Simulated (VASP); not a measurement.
# Te2Mo (P-6m2) in VASP: a series of runs, part 2 of 2

VASP 6.6.1. Earlier steps stand in the parts before.

## Step 4: Single point, PBE (biaxial xy strain +2.3%)

File INCAR:

```
SYSTEM = Te2Mo
PREC = Accurate
ENCUT = 520
EDIFF = 1E-7
ISMEAR = -1
SIGMA = 0.02
LREAL = .FALSE.
LASPH = .TRUE.
NELM = 100
ALGO = Normal
ISIF = 2
LWAVE = .FALSE.
LCHARG = .FALSE.
GGA = PE
NBANDS = 20
```

File KPOINTS:

```
regular mesh
0
G
  12 12 4
  0 0 0
```

File POSCAR:

```
Te2Mo
1.0
    3.6184478960      0.0000000000      0.0000000000
   -1.8092239480      3.1336678002      0.0000000000
    0.0000000000      0.0000000000      7.8269141206
Te Mo
2 1
Direct
    0.3333333333      0.6666666667      0.7741131127
    0.3333333333      0.6666666667      0.2258868873
    0.0000000000      0.0000000000      0.0000000000
```

Potentials or basis: VASP PAW PBE potentials, release 64 (Te, Mo_sv).

On the command line:

```
cat potpaw_PBE.64/Te/POTCAR potpaw_PBE.64/Mo_sv/POTCAR > POTCAR
mpirun -np 1 vasp_std > vasp.out
```

OUTCAR:

```text
SYSTEM = Te2Mo
   PREC = Accurate
   ENCUT = 520
   EDIFF = 1E-7
   ISMEAR = -1
   LREAL = .FALSE.
   LASPH = .TRUE.
   NELM = 100
   ISIF = 2
   GGA = PE

 ion  position               nearest neighbor table
   1  0.333  0.667  0.774-   3 2.74   3 2.74   3 2.74   2 3.54
   2  0.333  0.667  0.226-   3 2.74   3 2.74   3 2.74   1 3.54
   3  0.000  0.000  0.000-   1 2.74   2 2.74   1 2.74   2 2.74   1 2.74   2 2.74

  LATTYP: Found a hexagonal cell.
 ALAT       =     3.6184478960
 C/A-ratio  =     2.1630584012

  Lattice vectors:

 A1 = (   3.6184478960,   0.0000000000,   0.0000000000)
 A2 = (  -1.8092239480,   3.1336678002,   0.0000000000)
 A3 = (   0.0000000000,   0.0000000000,   7.8269141206)

Analysis of symmetry for initial positions (statically):
=====================================================================
 Subroutine PRICEL returns:
 Original cell was already a primitive cell.

 Routine SETGRP: Setting up the symmetry group for a
 hexagonal supercell.

 Subroutine GETGRP returns: Found 12 space group operations
 (whereof 12 operations were pure point group operations)
 out of a pool of 24 trial point group operations.

The static configuration has the point symmetry D_3h.

Analysis of symmetry for dynamics (positions and initial velocities):
=====================================================================
 Subroutine PRICEL returns:
 Original cell was already a primitive cell.

 Routine SETGRP: Setting up the symmetry group for a
 hexagonal supercell.

 Subroutine GETGRP returns: Found 12 space group operations
 (whereof 12 operations were pure point group operations)
 out of a pool of 24 trial point group operations.

The dynamic configuration has the point symmetry D_3h.

 Subroutine INISYM returns: Found 12 space group operations
 (whereof 12 operations are pure point group operations),
 and found     1 'primitive' translations

----------------------------------------------------------------------------------------

                                     Primitive cell

  volume of cell :      88.7495

  direct lattice vectors                    reciprocal lattice vectors
     3.618447896  0.000000000  0.000000000     0.276361586  0.159557436  0.000000000
    -1.809223948  3.133667800  0.000000000     0.000000000  0.319114872  0.000000000
     0.000000000  0.000000000  7.826914121     0.000000000  0.000000000  0.127764274

  length of vectors
     3.618447896  3.618447896  7.826914121     0.319114872  0.319114872  0.127764274

  position of ions in fractional coordinates (direct lattice)
     0.333333333  0.666666667  0.774113113
     0.333333333  0.666666667  0.225886887
     0.000000000  0.000000000  0.000000000

  ion indices of the primitive-cell ions
   primitive index   ion index
                 1           1
                 2           2
                 3           3

----------------------------------------------------------------------------------------

 KPOINTS: regular mesh

Automatic generation of k-mesh.
 Grid dimensions read from file:
 generate k-points for:   12   12    4

 Generating k-lattice:

  Cartesian coordinates                     Fractional coordinates (reciprocal lattice)
     0.023030132  0.013296453  0.000000000     0.083333333  0.000000000  0.000000000
     0.000000000  0.026592906  0.000000000     0.000000000  0.083333333  0.000000000
     0.000000000  0.000000000  0.031941068     0.000000000  0.000000000  0.250000000

  Length of vectors
     0.026592906  0.026592906  0.031941068

  Shift w.r.t. Gamma in fractional coordinates (k-lattice)
     0.000000000  0.000000000  0.000000000

 Subroutine IBZKPT returns following result:
 ===========================================

 Found     57 irreducible k-points:

 Following reciprocal coordinates:
            Coordinates               Weight
  0.000000  0.000000  0.000000      1.000000
  0.083333  0.000000  0.000000      6.000000
  0.166667  0.000000  0.000000      6.000000
  0.250000  0.000000  0.000000      6.000000
  0.333333  0.000000  0.000000      6.000000
  0.416667  0.000000  0.000000      6.000000
[... 16 lines left out ...]
  0.250000  0.000000  0.250000     12.000000
  0.333333  0.000000  0.250000     12.000000
 [... further k-points ...]
   k-points           NKPTS =     57   k-points in BZ     NKDIM =     57   number of bands    NBANDS=     20
   number of dos      NEDOS =    301   number of ions     NIONS =      3
   total plane-waves  NPLWV =  47040
   dimension x,y,z NGX =    28 NGY =   28 NGZ =   60
   dimension x,y,z NGXF=    56 NGYF=   56 NGZF=  120
   ions per type =               2   1
   NGX,Y,Z   is equivalent  to a cutoff of  12.86, 12.86, 12.74 a.u.
   NGXF,Y,Z  is equivalent  to a cutoff of  25.73, 25.73, 25.49 a.u.
 SYSTEM =  Te2Mo
   PREC   = accura    normal or accurate (medium, high low for compatibility)
   ISTART =      0    job   : 0-new  1-cont  2-samecut
   ICHARG =      2    charge: 1-file 2-atom 10-const
   ISPIN  =      1    spin polarized calculation?
   LNONCOLLINEAR =      F non collinear calculations
   LSORBIT =      F    spin-orbit coupling
   LASPH  =      T    aspherical Exc in radial PAW
   ENCUT  =  520.0 eV  38.22 Ry    6.18 a.u.   6.73  6.73 14.55*2*pi/ulx,y,z
   NELM   =    100;   NELMIN=  2; NELMDL= -5     # of ELM steps
   EDIFF  = 0.1E-06   stopping-criterion for ELM
   LREAL  =      F    real-space projection
   EDIFFG = 0.1E-05   stopping-criterion for IOM
   NSW    =      0    number of steps for IOM
   IBRION =     -1    ionic relax: 0-MD 1-quasi-New 2-CG
   NFREE  =      0    steps in history (QN), initial steepest desc. (CG)
   ISIF   =      2    stress and relaxation
   ISYM   =      2    0-nonsym 1-usesym 2-fastsym
   POTIM  = 0.5000    time-step for ionic-motion
   TEBEG  =    0.0;   TEEND  =   0.0 temperature during run
   PSTRESS=    0.0 pullay stress
   NELECT =      26.0000    total number of electrons
   NUPDOWN=      -1.0000    fix difference up-down
   EMIN   =  10.00;   EMAX   =-10.00  energy-range for DOS
   EFERMI =   0.00;   METHOD = LEGACY
   ISMEAR =    -1;   SIGMA  =   0.02  broadening in eV -4-tet -1-fermi 0-gaus
   EFERMI_NEDOS =   21; number of points for ismear=-14 and -15
   IALGO  =     38    algorithm
   IMIX   =      4    mixing-type and parameters
     AMIX     =   0.40;   BMIX     =  1.00
     AMIX_MAG =   1.60;   BMIX_MAG =  1.00
  volume/ion in A,a.u.               =      29.58       199.64
  Fermi-wavevector in a.u.,A,eV,Ry     =   1.087287  2.054674 16.084698  1.182192
  Thomas-Fermi vector in A             =   2.223442
   LORBIT       =      0    0 simple, 1 ext, 2 COOP (PROOUT), +10 PAW based schemes
   GGA     = PE    functional components
   LHFCALC =     F    Hartree Fock is set to
   AEXX    =    0.0000 exact exchange contribution
   IVDW    =     0    specifies the selected vdW correction
   LEPSILON=     F    determine dielectric tensor
   LRPA    =     F    only Hartree local field effects (RPA)
 non-spin polarized calculation
  energy-cutoff  :      520.00
  volume of cell :       88.75
 maximum number of plane-waves:      2418
 NGX is ok and might be reduce to    28
   NGX = 13   NGY = 13   NGZ = 29

 number of electron      26.0000002 magnetization

 Free energy of the ion-electron system (eV)
  ---------------------------------------------------
  ext. energy  EPLUGINS =         0.00000000
  ---------------------------------------------------
  free energy    TOTEN  =       -17.98686117 eV

  energy without entropy =      -17.98686117  energy(sigma->0) =      -17.98686117

 E-fermi :   6.4432     XC(G=0):  -9.3676

 val. band max:        6.0226487013   @ k =   0.0000   0.0000   0.5000
 cond. band min:       6.8498344026   @ k =   0.3333   0.3333   0.0000
 fundamental gap:      0.8271857014
 Fermi energy:         6.4431569795

 k-point     1 :       0.0000    0.0000    0.0000
  band No.  band energies     occupation
      1     -54.7443      2.00000
      2     -28.8582      2.00000
      3     -28.8091      2.00000
      4     -28.8091      2.00000
      5      -6.4678      2.00000
      6      -5.3609      2.00000
[... 12 lines left out ...]
     19      12.3128      0.00000
     20      13.8657      0.00000

 k-point     2 :       0.0833    0.0000    0.0000
  band No.  band energies     occupation
      1     -54.7438      2.00000
      2     -28.8568      2.00000
      3     -28.8156      2.00000
      4     -28.8106      2.00000
      5      -6.3807      2.00000
      6      -5.3035      2.00000
[... 498 lines left out ...]
 k-point    24 :       0.3333    0.0000    0.2500
  band No.  band energies     occupation
      1     -54.7393      2.00000
      2     -28.8814      2.00000
      3     -28.8421      2.00000
      4     -28.8260      2.00000
      5      -5.2615      2.00000
      6      -4.6391      2.00000
[... 12 lines left out ...]
     19      12.2635      0.00000
     20      12.7035      0.00000

 [... further k-points ...]
[... 5 lines left out ...]
  --------------------------------------------------------------------------------------
  -------------------------------------------------------------------------------------
  Total       -0.8557221     -0.8557221      1.2115870      0.0000000     -0.0000000      0.0000000
  in kB      -15.4481852    -15.4481852     21.8725468      0.0000000     -0.0000000      0.0000000
  external PRESSURE =      -3.0079412 kB  Pullay stress =       0.0000000 kB

 VOLUME and BASIS-vectors are now :
 -----------------------------------------------------------------------------
  energy-cutoff  :      520.00
  volume of cell :       88.75
      direct lattice vectors                 reciprocal lattice vectors
     3.618447896  0.000000000  0.000000000     0.276361586  0.159557436  0.000000000
    -1.809223948  3.133667800  0.000000000     0.000000000  0.319114872  0.000000000
     0.000000000  0.000000000  7.826914121     0.000000000  0.000000000  0.127764274

 POSITION                                       TOTAL-FORCE (eV/Angst)
 -----------------------------------------------------------------------------------
     -0.00000      2.08911      6.05892         0.000000     -0.000000     -0.198124
     -0.00000      2.08911      1.76800         0.000000      0.000000      0.198124
      0.00000      0.00000      0.00000        -0.000000      0.000000      0.000000
 -----------------------------------------------------------------------------------
    total drift:                                0.000000     -0.000000     -0.000000

  FREE ENERGIE OF THE ION-ELECTRON SYSTEM (eV)
  ---------------------------------------------------
  free  energy   TOTEN  =       -17.9868611723 eV

  energy  without entropy=      -17.9868611723  energy(sigma->0) =      -17.98686117
```

stdout:

```text
POSCAR found type information on POSCAR TeMo
 POSCAR found :  2 types and       3 ions
 scaLAPACK will be used
 LDA part: xc-table for (Slater+PW92), standard interpolation
 POSCAR, INCAR and KPOINTS ok, starting setup
 FFT: planning ... GRIDC
 FFT: planning ... GRID_SOFT
 FFT: planning ... GRID
 WAVECAR not read
 entering main loop
```

It took 55 s on 1 thread of Intel Xeon 6975P-C (Granite Rapids), shared host; peak memory 0.27 GiB.

Results:

* Free energy: -17.9869 eV
* Pressure: -0.3 GPa
* Largest force: 0.198 eV/Å
* Band gap on the k mesh: 0.83 eV, indirect (least direct gap 0.90 eV)

Forces on the atoms (eV/Å):
```
Te   0.000  0.000 -0.198
Te   0.000  0.000  0.198
Mo   0.000  0.000  0.000
```

Caveat: the cell differs from its parent crystal (biaxial xy strain +2.3%); spin-orbit coupling is left out, which moves the levels of the heavy elements; this functional lacks dispersion, which binds the layers, so the pressure and a relaxed spacing across them are unreliable. A k mesh can miss the band edges.

## Step 5: Single point, PBE (epitaxial xy strain +4.0%)

File INCAR:

```
  ALGO = Normal
  EDIFF = 1E-7
  ENCUT = 520
  GGA = PE
  ISIF = 2
  ISMEAR = -1
  LASPH = True
  LCHARG = False
  LREAL = False
  LWAVE = False
  NBANDS = 20
  NELM = 100
  PREC = Accurate
  SIGMA = 0.02
```

File KPOINTS:

```
k-points
0
Gamma
  12 12 4
```

File POSCAR:

```
Te2Mo
1.0
    3.6785785062      0.0000000000      0.0000000000
   -1.8392892531      3.1857424362      0.0000000000
    0.0000000000      0.0000000000      7.7249440851
Te Mo
2 1
Direct
    0.3333333333      0.6666666667      0.7737875327
    0.3333333333      0.6666666667      0.2262124673
    0.0000000000      0.0000000000      0.0000000000
```

Potentials or basis: VASP PAW PBE potentials, release 64 (Te, Mo_sv).

On the command line:

```
cat potpaw_PBE.64/Te/POTCAR potpaw_PBE.64/Mo_sv/POTCAR > POTCAR
mpirun -np 1 vasp_std > vasp.out
```

OUTCAR:

```text
EDIFF = 1E-7
   ENCUT = 520
   GGA = PE
   ISIF = 2
   ISMEAR = -1
   LASPH = True
   LREAL = False
   NELM = 100
   PREC = Accurate

 ion  position               nearest neighbor table
   1  0.333  0.667  0.774-   3 2.75   3 2.75   3 2.75   2 3.49
   2  0.333  0.667  0.226-   3 2.75   3 2.75   3 2.75   1 3.49
   3  0.000  0.000  0.000-   1 2.75   2 2.75   1 2.75   2 2.75   1 2.75   2 2.75

  LATTYP: Found a hexagonal cell.
 ALAT       =     3.6785785062
 C/A-ratio  =     2.0999807594

  Lattice vectors:

[... 194 lines left out ...]
      6      -5.4009      2.00000
[... 541 lines left out ...]
     19      12.0546      0.00000
     20      12.4840      0.00000

 [... further k-points ...]
[... 5 lines left out ...]
  --------------------------------------------------------------------------------------
  -------------------------------------------------------------------------------------
  Total       -1.9199004     -1.9199004      1.2533839      0.0000000      0.0000000      0.0000000
  in kB      -33.9784257    -33.9784257     22.1824063      0.0000000      0.0000000      0.0000000
  external PRESSURE =     -15.2581484 kB  Pullay stress =       0.0000000 kB

 VOLUME and BASIS-vectors are now :
 -----------------------------------------------------------------------------
  energy-cutoff  :      520.00
  volume of cell :       90.53
      direct lattice vectors                 reciprocal lattice vectors
     3.678578506  0.000000000  0.000000000     0.271844137  0.156949286  0.000000000
    -1.839289253  3.185742436  0.000000000     0.000000000  0.313898572  0.000000000
     0.000000000  0.000000000  7.724944085     0.000000000  0.000000000  0.129450775

 POSITION                                       TOTAL-FORCE (eV/Angst)
 -----------------------------------------------------------------------------------
     -0.00000      2.12383      5.97747         0.000000     -0.000000     -0.188939
     -0.00000      2.12383      1.74748         0.000000      0.000000      0.188939
      0.00000      0.00000      0.00000        -0.000000     -0.000000      0.000000
 -----------------------------------------------------------------------------------
    total drift:                                0.000000     -0.000000     -0.000000

  FREE ENERGIE OF THE ION-ELECTRON SYSTEM (eV)
  ---------------------------------------------------
  free  energy   TOTEN  =       -17.9259521601 eV

  energy  without entropy=      -17.9259521520  energy(sigma->0) =      -17.92595216
```

stdout:

```text
POSCAR found type information on POSCAR TeMo
 POSCAR found :  2 types and       3 ions
 scaLAPACK will be used
 LDA part: xc-table for (Slater+PW92), standard interpolation
 POSCAR, INCAR and KPOINTS ok, starting setup
 FFT: planning ... GRIDC
 FFT: planning ... GRID_SOFT
 FFT: planning ... GRID
 WAVECAR not read
 entering main loop
```

Run time: 55 s. Hardware: 1 thread of Intel Xeon 6975P-C (Granite Rapids), shared host; peak memory 0.27 GiB.

What came out:

```yaml
Free_energy: -17.9260 eV
Pressure: -1.5 GPa
Largest_force: 0.189 eV/Å
Band_gap_on_the_k_mesh: 0.54 eV, indirect (least direct gap 0.79 eV)
```

Forces in eV/Å, atoms in the order of the input:
```
Te   0.000  0.000 -0.189
Te   0.000  0.000  0.189
Mo   0.000  0.000  0.000
```

Stress tensor (GPa, compression positive):
```
-3.40  0.00  0.00
 0.00 -3.40  0.00
 0.00  0.00  2.22
```

Levels at points of the mesh, in eV from the valence-band top:
| k point | band 11 | band 12 | band 13 | band 14 | band 15 | band 16 |
| --- | --- | --- | --- | --- | --- | --- |
| (0.00, 0.00, 0.00) | -1.27 | -0.69 | -0.56 | 2.58 | 2.58 | 2.81 |
| (0.50, 0.00, 0.00) | -1.17 | -0.95 | -0.88 | 0.93 | 1.23 | 3.27 |
| (0.00, 0.00, 0.50) | -1.28 | -1.28 | 0.00 | 2.50 | 2.50 | 2.90 |
| (0.50, 0.00, 0.50) | -1.84 | -0.82 | -0.70 | 0.95 | 1.30 | 2.66 |

Caveat: the cell differs from its parent crystal (epitaxial xy strain +4.0%); spin-orbit coupling is left out, which moves the levels of the heavy elements; this functional lacks dispersion, which binds the layers, so the pressure and a relaxed spacing across them are unreliable. A k mesh can miss the band edges.

## Step 6: The runs side by side

| cell | gap on the mesh (eV) | pressure (GPa) | largest force (eV/Å) |
| --- | --- | --- | --- |
| a = 3.517, b = 3.517, c = 7.782 Å, angles 90.0, 90.0, 120.0°, 3 atoms | 1.04 | 2.5 | 0.21 |
| a = 3.537, b = 3.537, c = 7.827 Å, angles 90.0, 90.0, 120.0°, 3 atoms | 1.06 | 1.8 | 0.21 |
| a = 3.618, b = 3.618, c = 7.827 Å, angles 90.0, 90.0, 120.0°, 3 atoms | 0.83 | -0.3 | 0.20 |
| a = 3.679, b = 3.679, c = 7.725 Å, angles 90.0, 90.0, 120.0°, 3 atoms | 0.54 | -1.5 | 0.19 |

Alike in all rows: task single point; level PBE; potentials or basis VASP PAW PBE potentials, release 64 (Te, Mo_sv); no spin polarisation; k mesh 12 × 12 × 4; cutoff (eV) 520; smearing fermi-dirac 0.02 eV.

Caveats: spin-orbit coupling is left out, which moves the levels of the heavy elements; this functional lacks dispersion, which binds the layers, so the pressure and a relaxed spacing across them are unreliable.

Total energies depend on the potentials used, so only differences within one code and one set of settings carry meaning.
